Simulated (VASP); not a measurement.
BaTiO3: single point with PBE+U

The system is BaTiO3.

```
Ba Ti O
1.0
     4.02885    0.00000    0.00000
     0.00000    4.02885    0.00000
     0.00000    0.00000    4.02885
Ba Ti O
1 1 3
Cartesian
  2.0158 2.0144 2.0144
  0.0512 0.0000 0.0000
  1.9312 0.0000 0.0000
  -0.0409 2.0144 0.0000
  -0.0409 0.0000 2.0144
```

```json
{"Program": "VASP 6.6.1", "Task": "single point", "Functional": "PBE", "Potentials or basis": "VASP PAW PBE potentials, release 64 (Ba_sv, Ti_sv, O)", "Cutoff": "600 eV", "k mesh": "8 × 8 × 8", "Occupations": "gaussian, width 0.05 eV", "Spin": "no spin polarisation", "Hubbard terms": "Ti d U = 4.0 eV", "Dipole correction": "no", "Further INCAR settings": "ALGO = Normal; EDIFF = 1e-06; NBANDS = 28"}
```

```yaml
Pressure: 4.5 GPa
Largest_force: 0.548 eV/Å
Band_gap_on_the_k_mesh: 2.22 eV (least direct gap 2.55 eV)
```

Forces on the atoms (eV/Å):
```
Ba   0.013  0.000  0.000
Ti  -0.477  0.000  0.000
O    0.548  0.000  0.000
O   -0.042  0.000  0.000
O   -0.042  0.000  0.000
```

Stress tensor (GPa, compression positive):
```
6.34 0.00 0.00
0.00 3.58 0.00
0.00 0.00 3.58
```

Levels at points of the mesh, in eV from the valence-band top:
| k point | band 16 | band 17 | band 18 | band 19 | band 20 | band 21 | band 22 | band 23 | band 24 | band 25 |
| --- | --- | --- | --- | --- | --- | --- | --- | --- | --- | --- |
| (0.00, 0.00, 0.00) | -1.23 | -1.10 | -0.36 | -0.33 | -0.33 | 2.22 | 2.38 | 2.38 | 3.89 | 3.99 |
| (0.50, 0.00, 0.00) | -1.91 | -1.90 | -1.90 | -0.78 | -0.78 | 2.40 | 3.90 | 3.92 | 3.92 | 5.80 |
| (0.00, 0.50, 0.00) | -1.92 | -1.71 | -1.62 | -0.99 | -0.92 | 2.54 | 3.85 | 3.87 | 3.95 | 5.68 |
| (0.50, 0.50, 0.00) | -2.55 | -1.89 | -0.92 | -0.90 | -0.17 | 3.88 | 3.94 | 4.29 | 4.66 | 7.44 |
| (0.00, 0.50, 0.50) | -2.60 | -1.94 | -1.03 | -1.03 | -0.09 | 3.89 | 3.89 | 4.29 | 4.57 | 7.43 |
| (0.50, 0.50, 0.50) | -2.41 | -2.31 | -0.09 | -0.09 | 0.00 | 4.51 | 4.52 | 4.52 | 6.37 | 6.55 |

Eigenvalues of the final occupation matrices:
```tsv
site	spin	trace	eigenvalues
site 2 d	1	0.79	0.10 0.11 0.11 0.23 0.24
site 2 d	2	0.79	0.10 0.11 0.11 0.23 0.24
```

Run time: 2.5 min on 1 thread of Intel(R) Xeon(R) Platinum 8259CL CPU @ 2.50GHz (Skylake/Cascade Lake) (shared host), peak memory 0.3 GiB.

Caveat: the cell stands under pressure; spin-orbit coupling is left out, which moves the levels of the heavy elements. A k mesh can miss the band edges.
